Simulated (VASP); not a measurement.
# Mo (Im-3m) in VASP: single point with PBE+D3(BJ)

Aim: the single point of Mo with PBE+D3(BJ).

All numbers are computed with VASP 6.6.1; they aren't measurements. Logs are shortened: lines on timing, memory, paths and dates and some standing lists are left out, and cuts for length are marked.

## Step 1: The cell of the first run

Symmetry: Im-3m, No. 229, cubic system. Conventional cell: a = 3.130 Å, b = 3.130 Å, c = 3.130 Å, α = 90.00°, β = 90.00°, γ = 90.00°. Mo (site symmetry m-3m) has 14 Mo at 2.71 to 3.13 Å within 3.6 Å.

## Step 2: Single point, PBE+D3(BJ)

INCAR reads:

```
SYSTEM = Mo
PREC = Accurate
ENCUT = 520
EDIFF = 1E-6
ISMEAR = 0
SIGMA = 0.1
LREAL = .FALSE.
LASPH = .TRUE.
NELM = 80
ALGO = Normal
ISIF = 2
LWAVE = .FALSE.
LCHARG = .TRUE.
GGA = PE
IVDW = 12
LELF = .TRUE.
LVHAR = .TRUE.
NBANDS = 13
```

KPOINTS reads:

```
Automatic mesh
0
G
  18 18 18
  0 0 0
```

POSCAR reads:

```
Mo
1.0
   -1.5650994387      1.5650994387      1.5650994387
    1.5650994387     -1.5650994387      1.5650994387
    1.5650994387      1.5650994387     -1.5650994387
Mo
1
Direct
    0.0000000000      0.0000000000      0.0000000000
```

Potentials or basis: VASP PAW PBE potentials, release 64 (Mo_sv).

Launch:

```
$ cat potpaw_PBE.64/Mo_sv/POTCAR > POTCAR
$ mpirun -np 1 vasp_std > vasp.out
```

OUTCAR:

```text
SYSTEM = Mo
   PREC = Accurate
   ENCUT = 520
   EDIFF = 1E-6
   ISMEAR = 0
   LREAL = .FALSE.
   LASPH = .TRUE.
   NELM = 80
   ISIF = 2
   GGA = PE
   IVDW = 12
 IVDW          = 12

 ion  position               nearest neighbor table
   1  0.000  0.000  0.000-

  LATTYP: Found a body centered cubic cell.
 ALAT       =     3.1301988774

  Lattice vectors:

 A1 = (  -1.5650994387,   1.5650994387,   1.5650994387)
 A2 = (   1.5650994387,  -1.5650994387,   1.5650994387)
 A3 = (   1.5650994387,   1.5650994387,  -1.5650994387)

Analysis of symmetry for initial positions (statically):
=====================================================================
 Subroutine PRICEL returns:
 Original cell was already a primitive cell.

 Routine SETGRP: Setting up the symmetry group for a
 body centered cubic supercell.

 Subroutine GETGRP returns: Found 48 space group operations
 (whereof 48 operations were pure point group operations)
 out of a pool of 48 trial point group operations.

The static configuration has the point symmetry O_h .

Analysis of symmetry for dynamics (positions and initial velocities):
=====================================================================
 Subroutine PRICEL returns:
 Original cell was already a primitive cell.

 Routine SETGRP: Setting up the symmetry group for a
 body centered cubic supercell.

 Subroutine GETGRP returns: Found 48 space group operations
 (whereof 48 operations were pure point group operations)
 out of a pool of 48 trial point group operations.

The dynamic configuration has the point symmetry O_h .

 Subroutine INISYM returns: Found 48 space group operations
 (whereof 48 operations are pure point group operations),
 and found     1 'primitive' translations

----------------------------------------------------------------------------------------

                                     Primitive cell

  volume of cell :      15.3351

  direct lattice vectors                    reciprocal lattice vectors
    -1.565099439  1.565099439  1.565099439     0.000000000  0.319468519  0.319468519
     1.565099439 -1.565099439  1.565099439     0.319468519  0.000000000  0.319468519
     1.565099439  1.565099439 -1.565099439     0.319468519  0.319468519  0.000000000

  length of vectors
     2.710831747  2.710831747  2.710831747     0.451796713  0.451796713  0.451796713

  position of ions in fractional coordinates (direct lattice)
     0.000000000  0.000000000  0.000000000

  ion indices of the primitive-cell ions
   primitive index   ion index
                 1           1

----------------------------------------------------------------------------------------

 KPOINTS: Automatic mesh

Automatic generation of k-mesh.
 Grid dimensions read from file:
 generate k-points for:   18   18   18

 Generating k-lattice:

  Cartesian coordinates                     Fractional coordinates (reciprocal lattice)
     0.000000000  0.017748251  0.017748251     0.055555556  0.000000000  0.000000000
     0.017748251  0.000000000  0.017748251     0.000000000  0.055555556  0.000000000
     0.017748251  0.017748251  0.000000000     0.000000000  0.000000000  0.055555556

  Length of vectors
     0.025099817  0.025099817  0.025099817

  Shift w.r.t. Gamma in fractional coordinates (k-lattice)
     0.000000000  0.000000000  0.000000000

 Subroutine IBZKPT returns following result:
 ===========================================

 Found    195 irreducible k-points:

 Following reciprocal coordinates:
            Coordinates               Weight
  0.000000  0.000000  0.000000      1.000000
  0.055556  0.000000  0.000000     12.000000
  0.111111  0.000000  0.000000     12.000000
  0.166667  0.000000  0.000000     12.000000
  0.222222  0.000000  0.000000     12.000000
  0.277778  0.000000  0.000000     12.000000
[... 16 lines left out ...]
  0.333333  0.111111  0.000000     48.000000
  0.388889  0.111111 -0.000000     48.000000
 [... further k-points ...]
   k-points           NKPTS =    195   k-points in BZ     NKDIM =    195   number of bands    NBANDS=     13
   number of dos      NEDOS =    301   number of ions     NIONS =      1
   total plane-waves  NPLWV =   8000
   dimension x,y,z NGX =    20 NGY =   20 NGZ =   20
   dimension x,y,z NGXF=    40 NGYF=   40 NGZF=   40
   ions per type =               1
   NGX,Y,Z   is equivalent  to a cutoff of  12.27, 12.27, 12.27 a.u.
   NGXF,Y,Z  is equivalent  to a cutoff of  24.53, 24.53, 24.53 a.u.
 SYSTEM =  Mo
   PREC   = accura    normal or accurate (medium, high low for compatibility)
   ISTART =      0    job   : 0-new  1-cont  2-samecut
   ICHARG =      2    charge: 1-file 2-atom 10-const
   ISPIN  =      1    spin polarized calculation?
   LNONCOLLINEAR =      F non collinear calculations
   LSORBIT =      F    spin-orbit coupling
   LASPH  =      T    aspherical Exc in radial PAW
   ENCUT  =  520.0 eV  38.22 Ry    6.18 a.u.   5.04  5.04  5.04*2*pi/ulx,y,z
   NELM   =     80;   NELMIN=  2; NELMDL= -5     # of ELM steps
   EDIFF  = 0.1E-05   stopping-criterion for ELM
   LREAL  =      F    real-space projection
   EDIFFG = 0.1E-04   stopping-criterion for IOM
   NSW    =      0    number of steps for IOM
   IBRION =     -1    ionic relax: 0-MD 1-quasi-New 2-CG
   NFREE  =      0    steps in history (QN), initial steepest desc. (CG)
   ISIF   =      2    stress and relaxation
   ISYM   =      2    0-nonsym 1-usesym 2-fastsym
   POTIM  = 0.5000    time-step for ionic-motion
   TEBEG  =    0.0;   TEEND  =   0.0 temperature during run
   PSTRESS=    0.0 pullay stress
   NELECT =      14.0000    total number of electrons
   NUPDOWN=      -1.0000    fix difference up-down
   EMIN   =  10.00;   EMAX   =-10.00  energy-range for DOS
   EFERMI =   0.00;   METHOD = LEGACY
   ISMEAR =     0;   SIGMA  =   0.10  broadening in eV -4-tet -1-fermi 0-gaus
   EFERMI_NEDOS =   21; number of points for ismear=-14 and -15
   IALGO  =     38    algorithm
   IMIX   =      4    mixing-type and parameters
     AMIX     =   0.40;   BMIX     =  1.00
     AMIX_MAG =   1.60;   BMIX_MAG =  1.00
  volume/ion in A,a.u.               =      15.34       103.49
  Fermi-wavevector in a.u.,A,eV,Ry     =   1.588140  3.001150 34.316480  2.522190
  Thomas-Fermi vector in A             =   2.687190
   LORBIT       =      0    0 simple, 1 ext, 2 COOP (PROOUT), +10 PAW based schemes
   GGA     = PE    functional components
   LHFCALC =     F    Hartree Fock is set to
   AEXX    =    0.0000 exact exchange contribution
   IVDW    =    12    specifies the selected vdW correction
   LEPSILON=     F    determine dielectric tensor
   LRPA    =     F    only Hartree local field effects (RPA)
 non-spin polarized calculation
 Gauss-broadening in eV      SIGMA  =   0.10
  energy-cutoff  :      520.00
  volume of cell :       15.34
 maximum number of plane-waves:       426
   NGX =  9   NGY =  9   NGZ =  9

 number of electron      13.9999998 magnetization

 Free energy of the ion-electron system (eV)
  ---------------------------------------------------
  ext. energy  EPLUGINS =         0.00000000
  ---------------------------------------------------
  free energy    TOTEN  =       -10.92236565 eV

  energy without entropy =      -10.92005760  energy(sigma->0) =      -10.92121162

 E-fermi :  12.9294     XC(G=0): -13.4990

 val. band max:       12.9237204298   @ k =  -0.3889   0.4444   0.2778
 cond. band min:      12.9441677029   @ k =   0.3889   0.1111  -0.0000
 fundamental gap:      0.0204472731
 Fermi energy:        12.9294333543

 k-point     1 :       0.0000    0.0000    0.0000
  band No.  band energies     occupation
      1     -48.3799      2.00000
      2     -21.6006      2.00000
      3     -21.6006      2.00000
      4     -21.6006      2.00000
      5       5.6067      2.00000
      6      11.5029      2.00000
      7      11.5029      2.00000
      8      11.5029      2.00000
      9      14.6006      0.00000
     10      14.6006      0.00000
     11      27.7649      0.00000
     12      27.7649      0.00000
     13      27.7649      0.00000

 k-point     2 :       0.0556    0.0000    0.0000
  band No.  band energies     occupation
      1     -48.3715      2.00000
      2     -21.6488      2.00000
      3     -21.6154      2.00000
      4     -21.6010      2.00000
      5       5.7469      2.00000
      6      11.4228      2.00000
      7      11.4901      2.00000
      8      11.6345      2.00000
      9      14.4799      0.00000
     10      14.6023      0.00000
     11      27.8727      0.00000
     12      28.0013      0.00000
     13      28.0512      0.00000

 k-point     3 :       0.1111    0.0000    0.0000
  band No.  band energies     occupation
      1     -48.3472      2.00000
      2     -21.7862      2.00000
      3     -21.6578      2.00000
      4     -21.6021      2.00000
      5       6.1465      2.00000
      6      11.2006      2.00000
      7      11.4337      2.00000
      8      12.0241      2.00000
      9      14.2151      0.00000
     10      14.6129      0.00000
     11      28.1327      0.00000
     12      28.6904      0.00000
     13      28.7668      0.00000

 k-point     4 :       0.1667    0.0000    0.0000
  band No.  band energies     occupation
      1     -48.3098      2.00000
      2     -21.9931      2.00000
      3     -21.7221      2.00000
      4     -21.6038      2.00000
      5       6.7328      2.00000
      6      10.8812      2.00000
      7      11.3173      2.00000
      8      12.6550      1.99990
      9      14.0100      0.00000
     10      14.6458      0.00000
     11      28.3259      0.00000
     12      29.4915      0.00000
     13      29.7794      0.00000

 k-point     5 :       0.2222    0.0000    0.0000
  band No.  band energies     occupation
      1     -48.2635      2.00000
      2     -22.2411      2.00000
      3     -21.8001      2.00000
      4     -21.6059      2.00000
      5       7.3493      2.00000
      6      10.5189      2.00000
      7      11.2470      2.00000
      8      13.4976      0.00000
      9      13.9959      0.00000
     10      14.7147      0.00000
     11      28.1094      0.00000
     12      29.6033      0.00000
     13      31.1993      0.00000
[... 257 lines left out ...]
 k-point    22 :       0.2778    0.1111    0.0000
  band No.  band energies     occupation
      1     -48.1542      2.00000
      2     -22.7322      2.00000
      3     -21.9903      2.00000
      4     -21.6725      2.00000
      5       8.1794      2.00000
      6       9.9159      2.00000
      7      11.5299      2.00000
      8      14.1020      0.00000
      9      15.2450      0.00000
     10      16.3976      0.00000
     11      26.7124      0.00000
     12      27.7334      0.00000
     13      32.3856      0.00000

 k-point    23 :       0.3333    0.1111    0.0000
  band No.  band energies     occupation
      1     -48.1178      2.00000
      2     -22.8923      2.00000
      3     -22.0657      2.00000
      4     -21.6760      2.00000
      5       8.0354      2.00000
      6       9.7043      2.00000
      7      12.3020      2.00000
      8      14.3831      0.00000
      9      15.4219      0.00000
     10      17.5430      0.00000
     11      25.7640      0.00000
     12      26.5391      0.00000
     13      31.1068      0.00000

 k-point    24 :       0.3889    0.1111   -0.0000
  band No.  band energies     occupation
      1     -48.0939      2.00000
      2     -22.9954      2.00000
      3     -22.1149      2.00000
      4     -21.6782      2.00000
      5       7.8890      2.00000
      6       9.5744      2.00000
      7      12.9442      0.83494
      8      14.5088      0.00000
      9      15.6841      0.00000
     10      18.4410      0.00000
     11      24.8803      0.00000
     12      25.7886      0.00000
     13      30.1710      0.00000

 [... further k-points ...]

------------------------ aborting loop because EDIFF is reached ----------------------------------------

 Edisp (eV)   -0.72828

 E8    (eV) :    -0.3433

  FORCE on cell =-STRESS in cart. coord.  units (eV):
  Direction    XX          YY          ZZ          XY          YZ          ZX
  --------------------------------------------------------------------------------------
  -------------------------------------------------------------------------------------
  Total       0.05669     0.05669     0.05669    -0.00000    -0.00000     0.00000
  in kB       5.92303     5.92303     5.92303    -0.00000    -0.00000     0.00000
  external pressure =        5.92 kB  Pullay stress =        0.00 kB

 VOLUME and BASIS-vectors are now :
 -----------------------------------------------------------------------------
  energy-cutoff  :      520.00
  volume of cell :       15.34
      direct lattice vectors                 reciprocal lattice vectors
    -1.565099439  1.565099439  1.565099439     0.000000000  0.319468519  0.319468519
     1.565099439 -1.565099439  1.565099439     0.319468519  0.000000000  0.319468519
     1.565099439  1.565099439 -1.565099439     0.319468519  0.319468519  0.000000000

 POSITION                                       TOTAL-FORCE (eV/Angst)
 -----------------------------------------------------------------------------------
      0.00000      0.00000      0.00000        -0.000000     -0.000000      0.000000
 -----------------------------------------------------------------------------------
    total drift:                                0.000000     -0.000000      0.000000

  FREE ENERGIE OF THE ION-ELECTRON SYSTEM (eV)
  ---------------------------------------------------
  free  energy   TOTEN  =       -11.6506490520 eV

  energy  without entropy=      -11.6483410014  energy(sigma->0) =      -11.64949503
```

Run time: 46 s. Hardware: 1 thread of Intel Xeon 8259CL, shared host; peak memory 0.13 GiB.

Results:

* Free energy: -11.6506 eV
* Pressure: 0.6 GPa
* Band gap on the k mesh: zero (band 7 reaches 16.99 eV, above the bottom of band 8 at 11.50 eV)
* Dispersion energy per atom: -0.728 eV

Caveat: pairwise dispersion overbinds metals, which lowers pressure and volume.
